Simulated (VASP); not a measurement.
# SnO (P1) in VASP: single point with PBEsol

Aim: the single point of SnO with PBEsol.

Everything below comes from runs of VASP 6.6.1. Logs are shortened: lines on timing, memory, paths and dates and some standing lists are left out, and cuts for length are marked.

## (1) The cell of the first run

The typed cell holds 4 atoms: a = 3.316 Å, b = 5.705 Å, c = 3.894 Å, α = 90.00°, β = 90.00°, γ = 90.00°.

## (2) Single point, PBEsol (all O atoms moved +0.062 Å, as atom 3 along Cartesian [1 -1 0])

Input file INCAR:

```
SYSTEM = SnO
PREC     = Accurate       ! precision mode
ENCUT    = 520            ! plane-wave cutoff, eV
EDIFF    = 1E-6           ! SCF threshold, eV
ISMEAR   = 0              ! smearing method
SIGMA    = 0.05           ! smearing width, eV
LREAL    = .FALSE.        ! projectors in reciprocal space
LASPH    = .TRUE.         ! aspherical terms in the spheres
NELM     = 80             ! most SCF steps
ALGO     = Normal         ! electronic algorithm
ISIF     = 2              ! what is computed and relaxed
LWAVE    = .FALSE.        ! write WAVECAR
LCHARG   = .FALSE.        ! write CHGCAR
GGA      = PS             ! functional
NBANDS   = 28             ! bands
```

Input file KPOINTS:

```
Automatic mesh
0
G
  8 6 8
  0 0 0
```

Input file POSCAR:

```
SnO
1.0
    3.3156061815      0.0000000000      0.0000000000
    0.0000000000      5.7049851891      0.0000000000
    0.0000000000      0.0000000000      3.8941648049
Sn O
2 2
Direct
    0.0000000000      0.2337892808      0.5261742991
    0.5000000000      0.7662107192      0.0261742991
    0.0133291384      0.8776098195      0.7238267009
    0.5133291384      0.1068970031      0.2238267009
```

Potentials or basis: VASP PAW PBE potentials, release 64 (Sn_d, O).

Launch:

```console
$ cat potpaw_PBE.64/Sn_d/POTCAR potpaw_PBE.64/O/POTCAR > POTCAR
$ mpirun -np 1 vasp_std > vasp.out
```

OUTCAR:

```text
SYSTEM = SnO
   PREC = Accurate
   ENCUT = 520
   EDIFF = 1E-6
   ISMEAR = 0
   LREAL = .FALSE.
   LASPH = .TRUE.
   NELM = 80
   ISIF = 2
   GGA = PS

 ion  position               nearest neighbor table
   1  0.000  0.234  0.526-   4 2.12   3 2.17   4 2.19   2 3.70   2 3.70   2 3.70   2 3.70
   2  0.500  0.766  0.026-   4 2.09   3 2.10   3 2.16   1 3.70   1 3.70   1 3.70   1 3.70
   3  0.013  0.878  0.724-   2 2.10   2 2.16   1 2.17
   4  0.513  0.107  0.224-   2 2.09   1 2.12   1 2.19

  LATTYP: Found a simple orthorhombic cell.
 ALAT       =     3.3156061815
 B/A-ratio  =     1.1744955799
 C/A-ratio  =     1.7206462037

  Lattice vectors:

 A1 = (  -3.3156061815,   0.0000000000,   0.0000000000)
 A2 = (   0.0000000000,   0.0000000000,   3.8941648049)
 A3 = (   0.0000000000,   5.7049851891,   0.0000000000)

Analysis of symmetry for initial positions (statically):
=====================================================================
 Subroutine PRICEL returns:
 Original cell was already a primitive cell.

 Routine SETGRP: Setting up the symmetry group for a
 simple orthorhombic supercell.

 Subroutine GETGRP returns: Found  1 space group operations
 (whereof  1 operations were pure point group operations)
 out of a pool of  8 trial point group operations.

The static configuration has the point symmetry C_1 .

Analysis of symmetry for dynamics (positions and initial velocities):
=====================================================================
 Subroutine PRICEL returns:
 Original cell was already a primitive cell.

 Routine SETGRP: Setting up the symmetry group for a
 simple orthorhombic supercell.

 Subroutine GETGRP returns: Found  1 space group operations
 (whereof  1 operations were pure point group operations)
 out of a pool of  8 trial point group operations.

The dynamic configuration has the point symmetry C_1 .

 Subroutine INISYM returns: Found  1 space group operations
 (whereof  1 operations are pure point group operations),
 and found     1 'primitive' translations

----------------------------------------------------------------------------------------

                                     Primitive cell

  volume of cell :      73.6600

  direct lattice vectors                    reciprocal lattice vectors
     3.315606182  0.000000000  0.000000000     0.301603974  0.000000000  0.000000000
     0.000000000  5.704985189  0.000000000     0.000000000  0.175285293  0.000000000
     0.000000000  0.000000000  3.894164805     0.000000000  0.000000000  0.256794473

  length of vectors
     3.315606182  5.704985189  3.894164805     0.301603974  0.175285293  0.256794473

  position of ions in fractional coordinates (direct lattice)
     0.000000000  0.233789281  0.526174299
     0.500000000  0.766210719  0.026174299
     0.013329138  0.877609820  0.723826701
     0.513329138  0.106897003  0.223826701

  ion indices of the primitive-cell ions
   primitive index   ion index
                 1           1
                 2           2
                 3           3
                 4           4

----------------------------------------------------------------------------------------

 KPOINTS: Automatic mesh

Automatic generation of k-mesh.
 Grid dimensions read from file:
 generate k-points for:    8    6    8

 Generating k-lattice:

  Cartesian coordinates                     Fractional coordinates (reciprocal lattice)
     0.037700497  0.000000000  0.000000000     0.125000000  0.000000000  0.000000000
     0.000000000  0.029214215  0.000000000     0.000000000  0.166666667  0.000000000
     0.000000000  0.000000000  0.032099309     0.000000000  0.000000000  0.125000000

  Length of vectors
     0.037700497  0.029214215  0.032099309

  Shift w.r.t. Gamma in fractional coordinates (k-lattice)
     0.000000000  0.000000000  0.000000000

 Subroutine IBZKPT returns following result:
 ===========================================

 Found    196 irreducible k-points:

 Following reciprocal coordinates:
            Coordinates               Weight
  0.000000  0.000000  0.000000      1.000000
  0.125000  0.000000  0.000000      2.000000
  0.250000  0.000000  0.000000      2.000000
  0.375000  0.000000  0.000000      2.000000
  0.500000  0.000000  0.000000      1.000000
  0.000000  0.166667  0.000000      2.000000
[... 16 lines left out ...]
  0.125000  0.500000  0.000000      2.000000
  0.250000  0.500000  0.000000      2.000000
 [... further k-points ...]
   k-points           NKPTS =    196   k-points in BZ     NKDIM =    196   number of bands    NBANDS=     28
   number of dos      NEDOS =    301   number of ions     NIONS =      4
   total plane-waves  NPLWV =  35280
   dimension x,y,z NGX =    28 NGY =   42 NGZ =   30
   dimension x,y,z NGXF=    56 NGYF=   84 NGZF=   60
   ions per type =               2   2
   NGX,Y,Z   is equivalent  to a cutoff of  14.04, 12.24, 12.81 a.u.
   NGXF,Y,Z  is equivalent  to a cutoff of  28.08, 24.48, 25.61 a.u.
 SYSTEM =  SnO
   PREC   = accura    normal or accurate (medium, high low for compatibility)
   ISTART =      0    job   : 0-new  1-cont  2-samecut
   ICHARG =      2    charge: 1-file 2-atom 10-const
   ISPIN  =      1    spin polarized calculation?
   LNONCOLLINEAR =      F non collinear calculations
   LSORBIT =      F    spin-orbit coupling
   LASPH  =      T    aspherical Exc in radial PAW
   ENCUT  =  520.0 eV  38.22 Ry    6.18 a.u.   6.16 10.61  7.24*2*pi/ulx,y,z
   NELM   =     80;   NELMIN=  2; NELMDL= -5     # of ELM steps
   EDIFF  = 0.1E-05   stopping-criterion for ELM
   LREAL  =      F    real-space projection
   EDIFFG = 0.1E-04   stopping-criterion for IOM
   NSW    =      0    number of steps for IOM
   IBRION =     -1    ionic relax: 0-MD 1-quasi-New 2-CG
   NFREE  =      0    steps in history (QN), initial steepest desc. (CG)
   ISIF   =      2    stress and relaxation
   ISYM   =      2    0-nonsym 1-usesym 2-fastsym
   POTIM  = 0.5000    time-step for ionic-motion
   TEBEG  =    0.0;   TEEND  =   0.0 temperature during run
   PSTRESS=    0.0 pullay stress
   NELECT =      40.0000    total number of electrons
   NUPDOWN=      -1.0000    fix difference up-down
   EMIN   =  10.00;   EMAX   =-10.00  energy-range for DOS
   EFERMI =   0.00;   METHOD = LEGACY
   ISMEAR =     0;   SIGMA  =   0.05  broadening in eV -4-tet -1-fermi 0-gaus
   EFERMI_NEDOS =   21; number of points for ismear=-14 and -15
   IALGO  =     38    algorithm
   IMIX   =      4    mixing-type and parameters
     AMIX     =   0.40;   BMIX     =  1.00
     AMIX_MAG =   1.60;   BMIX_MAG =  1.00
  volume/ion in A,a.u.               =      18.42       124.27
  Fermi-wavevector in a.u.,A,eV,Ry     =   1.335624  2.523963 24.271319  1.783892
  Thomas-Fermi vector in A             =   2.464314
   LORBIT       =      0    0 simple, 1 ext, 2 COOP (PROOUT), +10 PAW based schemes
   GGA     = PS    functional components
   LHFCALC =     F    Hartree Fock is set to
   AEXX    =    0.0000 exact exchange contribution
   IVDW    =     0    specifies the selected vdW correction
   LEPSILON=     F    determine dielectric tensor
   LRPA    =     F    only Hartree local field effects (RPA)
 non-spin polarized calculation
 Gauss-broadening in eV      SIGMA  =   0.05
  energy-cutoff  :      520.00
  volume of cell :       73.66
 maximum number of plane-waves:      2004
 NGX is ok and might be reduce to    28
   NGX = 13   NGY = 21   NGZ = 15

 number of electron      40.0000005 magnetization

 Free energy of the ion-electron system (eV)
  ---------------------------------------------------
  ext. energy  EPLUGINS =         0.00000000
  ---------------------------------------------------
  free energy    TOTEN  =       -23.80342479 eV

  energy without entropy =      -23.80342479  energy(sigma->0) =      -23.80342479

 E-fermi :   5.8797     XC(G=0): -10.2410

 val. band max:        5.6457226565   @ k =   0.0000   0.0000   0.0000
 cond. band min:       6.8655253726   @ k =   0.3750   0.5000   0.0000
 fundamental gap:      1.2198027161
 Fermi energy:         5.8796893009

 k-point     1 :       0.0000    0.0000    0.0000
  band No.  band energies     occupation
      1     -15.5875      2.00000
      2     -15.2426      2.00000
      3     -15.1480      2.00000
      4     -15.1228      2.00000
      5     -15.0635      2.00000
      6     -15.0470      2.00000
[... 20 lines left out ...]
     27      14.8068      0.00000
     28      15.2603      0.00000

 k-point     2 :       0.1250    0.0000    0.0000
  band No.  band energies     occupation
      1     -15.5801      2.00000
      2     -15.2319      2.00000
      3     -15.1822      2.00000
      4     -15.1083      2.00000
      5     -15.0711      2.00000
      6     -15.0547      2.00000
[... 20 lines left out ...]
     27      14.7813      0.00000
     28      15.5626      0.00000

 k-point     3 :       0.2500    0.0000    0.0000
  band No.  band energies     occupation
      1     -15.5737      2.00000
      2     -15.3228      2.00000
      3     -15.1688      2.00000
      4     -15.1069      2.00000
      5     -15.0849      2.00000
      6     -15.0483      2.00000
[... 20 lines left out ...]
     27      14.4948      0.00000
     28      15.7478      0.00000

 k-point     4 :       0.3750    0.0000    0.0000
  band No.  band energies     occupation
      1     -15.5793      2.00000
      2     -15.4415      2.00000
      3     -15.1404      2.00000
      4     -15.1254      2.00000
      5     -15.0881      2.00000
      6     -15.0231      2.00000
[... 20 lines left out ...]
     27      14.6888      0.00000
     28      15.9190      0.00000

 k-point     5 :       0.5000    0.0000    0.0000
  band No.  band energies     occupation
      1     -15.5817      2.00000
      2     -15.4918      2.00000
      3     -15.1432      2.00000
      4     -15.1203      2.00000
      5     -15.0884      2.00000
      6     -15.0158      2.00000
[... 20 lines left out ...]
     27      15.5808      0.00000
     28      15.7392      0.00000

 k-point     6 :       0.0000    0.1667    0.0000
  band No.  band energies     occupation
      1     -15.5849      2.00000
      2     -15.2431      2.00000
      3     -15.1478      2.00000
      4     -15.1227      2.00000
      5     -15.0624      2.00000
      6     -15.0462      2.00000
[... 463 lines left out ...]
      5     -15.0815      2.00000
      6     -15.0146      2.00000
[... 20 lines left out ...]
     27      15.1267      0.00000
     28      15.1468      0.00000

 k-point    22 :       0.0000    0.5000    0.0000
  band No.  band energies     occupation
      1     -15.5772      2.00000
      2     -15.2449      2.00000
      3     -15.1472      2.00000
      4     -15.1224      2.00000
      5     -15.0588      2.00000
      6     -15.0436      2.00000
[... 20 lines left out ...]
     27      15.4404      0.00000
     28      16.2299      0.00000

 k-point    23 :       0.1250    0.5000    0.0000
  band No.  band energies     occupation
      1     -15.5725      2.00000
      2     -15.2321      2.00000
      3     -15.1818      2.00000
      4     -15.1096      2.00000
      5     -15.0698      2.00000
      6     -15.0503      2.00000
[... 20 lines left out ...]
     27      14.7005      0.00000
     28      16.3923      0.00000

 k-point    24 :       0.2500    0.5000    0.0000
  band No.  band energies     occupation
      1     -15.5725      2.00000
      2     -15.3230      2.00000
      3     -15.1690      2.00000
      4     -15.1105      2.00000
      5     -15.0824      2.00000
      6     -15.0419      2.00000
[... 20 lines left out ...]
     27      15.0319      0.00000
     28      16.1101      0.00000

 [... further k-points ...]
[... 5 lines left out ...]
  --------------------------------------------------------------------------------------
  -------------------------------------------------------------------------------------
  Total        0.2151621      0.2301899      0.1245641     -0.0028094      0.1830037      0.5361283
  in kB        4.6799872      5.0068559      2.7093914     -0.0611063      3.9805091     11.6613157
  external PRESSURE =       4.1320782 kB  Pullay stress =       0.0000000 kB

 VOLUME and BASIS-vectors are now :
 -----------------------------------------------------------------------------
  energy-cutoff  :      520.00
  volume of cell :       73.66
      direct lattice vectors                 reciprocal lattice vectors
     3.315606182  0.000000000  0.000000000     0.301603974  0.000000000  0.000000000
     0.000000000  5.704985189  0.000000000     0.000000000  0.175285293  0.000000000
     0.000000000  0.000000000  3.894164805     0.000000000  0.000000000  0.256794473

 POSITION                                       TOTAL-FORCE (eV/Angst)
 -----------------------------------------------------------------------------------
      0.00000      1.33376      2.04901         0.225223     -0.278195      0.000860
      1.65780      4.37122      0.10193         0.278173     -0.544077      0.088918
      0.04419      5.00675      2.81870        -0.283955      0.396447     -0.205520
      1.70200      0.60985      0.87162        -0.219441      0.425824      0.115742
 -----------------------------------------------------------------------------------
    total drift:                                0.000400     -0.000092     -0.000684

  FREE ENERGIE OF THE ION-ELECTRON SYSTEM (eV)
  ---------------------------------------------------
  free  energy   TOTEN  =       -23.8034247857 eV

  energy  without entropy=      -23.8034247857  energy(sigma->0) =      -23.80342479
```

Run time: 6.8 min. Hardware: 1 thread of Intel Xeon Platinum 8488C (Sapphire Rapids), shared host; peak memory 0.42 GiB.

What came out:

- Free energy: -23.8034 eV
- Pressure: 0.4 GPa
- Largest force: 0.618 eV/Å
- Band gap on the k mesh: 1.22 eV (least direct gap 1.82 eV)

Forces on the atoms (eV/Å):
```
Sn   0.225 -0.278  0.001
Sn   0.278 -0.544  0.089
O   -0.284  0.396 -0.206
O   -0.219  0.426  0.116
```

Stress tensor (GPa, compression positive):
```
 0.47 -0.01  1.17
-0.01  0.50  0.40
 1.17  0.40  0.27
```

Levels at points of the mesh, in eV from the valence-band top:
```tsv
k point	band 17	band 18	band 19	band 20	band 21	band 22	band 23	band 24
(0.00, 0.00, 0.00)	-3.83	-2.75	-2.26	0.00	3.12	3.28	6.17	6.31
(0.50, 0.00, 0.00)	-2.85	-2.78	-1.42	-1.17	2.34	2.59	5.61	5.96
(0.00, 0.50, 0.00)	-4.04	-2.78	-1.89	-1.58	3.26	4.42	5.05	5.50
(0.50, 0.50, 0.00)	-2.87	-2.78	-1.21	-0.99	1.84	2.04	6.25	6.55
(0.00, 0.00, 0.50)	-3.36	-3.30	-1.67	-1.43	2.42	2.55	5.33	5.60
(0.50, 0.00, 0.50)	-3.64	-3.52	-1.34	-1.08	2.07	2.17	4.47	4.67
(0.00, 0.50, 0.50)	-3.18	-3.09	-1.71	-1.39	1.83	1.98	5.76	6.14
(0.50, 0.50, 0.50)	-3.90	-3.79	-0.57	-0.37	2.27	2.40	4.09	4.24
```

Caveat: the cell differs from its parent crystal (all O atoms moved +0.062 Å, as atom 3 along Cartesian [1 -1 0]); the PAW data sets were made with another functional, which shifts forces and pressure a little; spin-orbit coupling is left out, which moves the levels of the heavy elements. A k mesh can miss the band edges.
